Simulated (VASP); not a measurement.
# VO2 (P4_2/mnm) in VASP: settings compared, part 2 of 2

VASP 6.6.1.

**4. Single point, PBEsol+D3(BJ), collinear spin, ferromagnetic start**

This run uses another cell than the first one, of 10.31 Å³/atom.

Input file INCAR:

```
PREC = Accurate
ENCUT = 600
EDIFF = 1E-6
ISMEAR = -1
SIGMA = 0.05
LREAL = False
LASPH = True
NELM = 200
ALGO = Normal
ISIF = 2
LWAVE = False
LCHARG = True
ISPIN = 2
MAGMOM = 2 2 0 0 0 0
LORBIT = 11
LMAXMIX = 4
GGA = PS
IVDW = 12
LELF = True
LVHAR = True
NBANDS = 38
GGA_COMPAT = False
```

Input file KPOINTS:

```
regular mesh
0
Gamma
  6 6 9
```

Input file POSCAR:

```
VO2
1.0
    4.5072020454      0.0000000000      0.0000000000
    0.0000000000      4.5072020454      0.0000000000
    0.0000000000      0.0000000000      3.0444500000
V O
2 4
Direct
    0.5000000000      0.5000000000      0.5000000000
    0.0000000000      0.0000000000      0.0000000000
    0.2003580000      0.7996420000      0.5000000000
    0.7996420000      0.2003580000      0.5000000000
    0.7003580000      0.7003580000      0.0000000000
    0.2996420000      0.2996420000      0.0000000000
```

On the command line:

```bash
$ cat potpaw_PBE.64/V_sv/POTCAR potpaw_PBE.64/O/POTCAR > POTCAR
$ mpirun -np 1 vasp_std > vasp.out
```

It took 2 min on 1 thread of Intel Xeon 6975P-C (Granite Rapids), shared host; peak memory 0.34 GiB.

It converged, with:

| Quantity | Value |
| --- | --- |
| Free energy | -55.3505 eV |
| Pressure | -19.0 GPa |
| Largest force | 0.284 eV/Å |
| Band gap on the k mesh | zero (filled and empty bands overlap) |
| Net moment | 2.00 μB per cell |
| Site moments | V +1.07; O -0.07 μB |
| Valence electrons inside the program's atomic spheres | V 11.41; O 5.00 |
| Dispersion energy per atom | -0.191 eV |

Forces on the atoms (eV/Å):
```
V    0.000  0.000  0.000
V    0.000  0.000  0.000
O   -0.201  0.201  0.000
O    0.201 -0.201  0.000
O   -0.201 -0.201  0.000
O    0.201  0.201  0.000
```

Stress tensor (GPa, compression positive):
```
-12.59   0.00   0.00
  0.00 -12.59   0.00
  0.00   0.00 -31.85
```

Levels at points of the mesh, in eV from the Fermi level:
Spin up:
| k point | band 22 | band 23 | band 24 | band 25 | band 26 | band 27 | band 28 | band 29 | band 30 | band 31 |
| --- | --- | --- | --- | --- | --- | --- | --- | --- | --- | --- |
| (0.00, 0.00, 0.00) | -1.57 | -1.57 | -1.05 | -0.78 | -0.50 | -0.37 | -0.35 | -0.35 | 1.84 | 1.90 |
| (0.50, 0.00, 0.00) | -3.35 | -1.83 | -1.83 | -0.14 | -0.14 | 0.39 | 0.39 | 0.91 | 0.91 | 3.41 |
| (0.50, 0.50, 0.00) | -2.80 | -2.40 | -2.40 | -0.73 | -0.73 | -0.32 | -0.32 | 1.32 | 1.32 | 3.25 |
Spin down:
```csv
k point,band 22,band 23,band 24,band 25,band 26,band 27
"(0.00, 0.00, 0.00)",-1.68,-1.68,-1.22,0.52,0.65,0.73
"(0.50, 0.00, 0.00)",-3.25,-1.96,-1.96,1.08,1.08,1.46
"(0.50, 0.50, 0.00)",-2.86,-2.46,-2.46,0.52,0.52,0.84
```

Caveat: the stress differs along the axes, from -32 to -13 GPa; the PAW data sets were made with another functional, which shifts forces and pressure a little; semilocal functionals often make such compounds metallic where correlation or magnetic order opens a gap, which also shifts bond lengths. With open d or f shells a metallic result of PBEsol can be an artefact of self-interaction; +U or a hybrid may open a gap.

**5. Single point, PBEsol+D3(BJ), collinear spin, ferromagnetic start**

Input file INCAR:

```
SYSTEM = VO2
PREC     = Accurate       ! precision mode
ENCUT    = 600            ! plane-wave cutoff, eV
EDIFF    = 1E-6           ! SCF threshold, eV
ISMEAR   = -1             ! smearing method
SIGMA    = 0.05           ! smearing width, eV
LREAL    = .False.        ! projectors in reciprocal space
LASPH    = .True.         ! aspherical terms in the spheres
NELM     = 200            ! most SCF steps
ALGO     = Normal         ! electronic algorithm
ISIF     = 2              ! what is computed and relaxed
LWAVE    = .False.        ! write WAVECAR
LCHARG   = .True.         ! write CHGCAR
ISPIN    = 2              ! spin polarisation
MAGMOM   = 2 2 0 0 0 0    ! initial moments
LORBIT   = 11             ! projections on sites
LMAXMIX  = 4              ! l up to which the mixer works
GGA      = PS             ! functional
IVDW     = 12             ! dispersion correction
LELF     = .True.         ! ELF
LVHAR    = .True.       
NBANDS   = 38             ! bands
GGA_COMPAT= .False.
```

Input file KPOINTS:

```
Automatic mesh
0
Gamma
  6 6 9
  0 0 0
```

POSCAR: that of step 4 with these lines changed.

```diff
@@ -2,5 +2,5 @@
 1.0
-    4.5072020454      0.0000000000      0.0000000000
-    0.0000000000      4.5072020454      0.0000000000
-    0.0000000000      0.0000000000      3.0444500000
+    4.5370519355      0.0000000000      0.0000000000
+    0.0000000000      4.5370519355      0.0000000000
+    0.0000000000      0.0000000000      3.0646125081
 V O
```

On the command line:

```bash
$ cat potpaw_PBE.64/V_sv/POTCAR potpaw_PBE.64/O/POTCAR > POTCAR
$ mpirun -np 1 vasp_std > vasp.out
```

It took 100 s on 1 thread of Intel Xeon 6975P-C (Granite Rapids), shared host; peak memory 0.34 GiB.

Results (log left out):

```yaml
Free_energy: -55.1938 eV
Pressure: -22.6 GPa
Largest_force: 0.290 eV/Å
Band_gap_on_the_k_mesh: zero (filled and empty bands overlap)
Net_moment: 2.00 μB per cell
Site_moments: V +1.08; O -0.07 μB
Valence_electrons_inside_the_program's_atomic_spheres: V 11.37; O 4.98
Dispersion_energy_per_atom: -0.188 eV
```

Forces in eV/Å, atoms in the order of the input:
```
V    0.000  0.000  0.000
V    0.000  0.000  0.000
O   -0.205  0.205  0.000
O    0.205 -0.205  0.000
O   -0.205 -0.205  0.000
O    0.205  0.205  0.000
```

Stress tensor (GPa, compression positive):
```
-16.41   0.00   0.00
  0.00 -16.41   0.00
  0.00   0.00 -35.02
```

Levels at points of the mesh, in eV from the Fermi level:
Spin up:
```
           k point  band 23  band 24  band 25  band 26  band 27  band 28  band 29  band 30
(0.00, 0.00, 0.00)    -1.50    -0.99    -0.76    -0.49    -0.35    -0.33    -0.33     1.77
(0.50, 0.00, 0.00)    -1.75    -1.75    -0.14    -0.14     0.38     0.38     0.90     0.90
(0.50, 0.50, 0.00)    -2.34    -2.34    -0.71    -0.71    -0.30    -0.30     1.30     1.30
```
Spin down:
| k point | band 22 | band 23 | band 24 | band 25 | band 26 | band 27 |
| --- | --- | --- | --- | --- | --- | --- |
| (0.00, 0.00, 0.00) | -1.63 | -1.63 | -1.17 | 0.57 | 0.68 | 0.76 |
| (0.50, 0.00, 0.00) | -3.16 | -1.89 | -1.89 | 1.10 | 1.10 | 1.45 |
| (0.50, 0.50, 0.00) | -2.79 | -2.40 | -2.40 | 0.56 | 0.56 | 0.85 |

Caveat: the stress differs along the axes, from -35 to -16 GPa; the PAW data sets were made with another functional, which shifts forces and pressure a little; semilocal functionals often make such compounds metallic where correlation or magnetic order opens a gap, which also shifts bond lengths. With open d or f shells a metallic result of PBEsol can be an artefact of self-interaction; +U or a hybrid may open a gap.

**6. Single point, LDA, collinear spin, ferromagnetic start**

This run uses another cell than the first one, of 9.69 Å³/atom.

Input file INCAR:

```
PREC = Accurate
ENCUT = 600
EDIFF = 1E-6
ISMEAR = -1
SIGMA = 0.05
LREAL = F
LASPH = T
NELM = 200
ALGO = Normal
ISIF = 2
LWAVE = F
LCHARG = F
ISPIN = 2
MAGMOM = 2 2 0 0 0 0
LORBIT = 11
LMAXMIX = 4
NBANDS = 38
GGA_COMPAT = F
```

Input file KPOINTS:

```
regular mesh
0
Gamma
  6 6 9
```

POSCAR: that of step 5 with these lines changed.

```diff
@@ -2,5 +2,5 @@
 1.0
-    4.5370519355      0.0000000000      0.0000000000
-    0.0000000000      4.5370519355      0.0000000000
-    0.0000000000      0.0000000000      3.0646125081
+    4.4151925128      0.0000000000      0.0000000000
+    0.0000000000      4.4151925128      0.0000000000
+    0.0000000000      0.0000000000      2.9823009287
 V O
```

Potentials or basis: VASP PAW LDA potentials, release 64 (V_sv, O).

On the command line:

```bash
$ cat potpaw_LDA.64/V_sv/POTCAR potpaw_LDA.64/O/POTCAR > POTCAR
$ mpirun -np 1 vasp_std > vasp.out
```

Run time: 2.6 min. Hardware: 1 thread of AMD EPYC 9R45 (Zen 5), shared host; peak memory 0.25 GiB.

The run converged. Its results:

```
Free energy                                           : -57.1306 eV
Pressure                                              : -9.0 GPa
Largest force                                         : 0.301 eV/Å
Band gap on the k mesh                                : zero (filled and empty bands overlap)
Net moment                                            : 2.00 μB per cell
Site moments                                          : V +1.00; O -0.04 μB
Valence electrons inside the program's atomic spheres : V 11.57; O 5.02
```

Forces on the atoms (eV/Å):
```
V    0.000  0.000  0.000
V    0.000  0.000  0.000
O   -0.213  0.213  0.000
O    0.213 -0.213  0.000
O   -0.213 -0.213  0.000
O    0.213  0.213  0.000
```

Stress tensor (GPa, compression positive):
```
 -1.56   0.00   0.00
  0.00  -1.56   0.00
  0.00   0.00 -23.99
```

Levels at points of the mesh, in eV from the Fermi level:
Spin up:
```tsv
k point	band 23	band 24	band 25	band 26	band 27	band 28	band 29	band 30
(0.00, 0.00, 0.00)	-1.86	-1.34	-0.85	-0.54	-0.43	-0.40	-0.40	2.02
(0.50, 0.00, 0.00)	-2.18	-2.18	-0.12	-0.12	0.41	0.41	0.94	0.94
(0.50, 0.50, 0.00)	-2.70	-2.70	-0.78	-0.78	-0.37	-0.37	1.37	1.37
```
Spin down:
```tsv
k point	band 22	band 23	band 24	band 25	band 26	band 27
(0.00, 0.00, 0.00)	-1.90	-1.90	-1.41	0.12	0.31	0.46
(0.50, 0.00, 0.00)	-3.60	-2.22	-2.22	0.77	0.77	1.27
(0.50, 0.50, 0.00)	-3.14	-2.70	-2.70	0.15	0.15	0.56
```

Caveat: the stress differs along the axes, from -24 to -2 GPa; semilocal functionals often make such compounds metallic where correlation or magnetic order opens a gap, which also shifts bond lengths.

**7. Summary**

```csv
level,potentials or basis,cell,gap on the mesh (eV),pressure (GPa),moment (μB),largest force (eV/Å)
PBEsol,"VASP PAW PBE potentials, release 64 (V_sv, O)","a = 4.537, b = 4.537, c = 3.065 Å, 6 atoms",none,-19.7,2.00,0.29
PBEsol,"VASP PAW PBE potentials, release 64 (V_sv, O)","a = 4.567, b = 4.567, c = 3.085 Å, 6 atoms",none,-22.9,2.00,0.29
PBEsol+D3(BJ),"VASP PAW PBE potentials, release 64 (V_sv, O)","a = 4.507, b = 4.507, c = 3.044 Å, 6 atoms",none,-19.0,2.00,0.28
PBEsol+D3(BJ),"VASP PAW PBE potentials, release 64 (V_sv, O)","a = 4.537, b = 4.537, c = 3.065 Å, 6 atoms",none,-22.6,2.00,0.29
LDA,"VASP PAW LDA potentials, release 64 (V_sv, O)","a = 4.415, b = 4.415, c = 2.982 Å, 6 atoms",none,-9.0,2.00,0.30
```

Alike in all rows: task single point; spin collinear, ferromagnetic start; k mesh 6 × 6 × 9; cutoff (eV) 600; smearing fermi-dirac 0.05 eV.

Caveats: semilocal functionals often make such compounds metallic where correlation or magnetic order opens a gap, which also shifts bond lengths; the PAW data sets were made with another functional, which shifts forces and pressure a little (at least some runs); the stress differs along the axes, from -32 to -14 GPa (at least some runs); the stress differs along the axes, from -35 to -17 GPa (at least some runs); the stress differs along the axes, from -32 to -13 GPa (at least some runs); the stress differs along the axes, from -35 to -16 GPa (at least some runs); the stress differs along the axes, from -24 to -2 GPa (at least some runs).

Absolute energies hang on the potentials; compare differences alone.
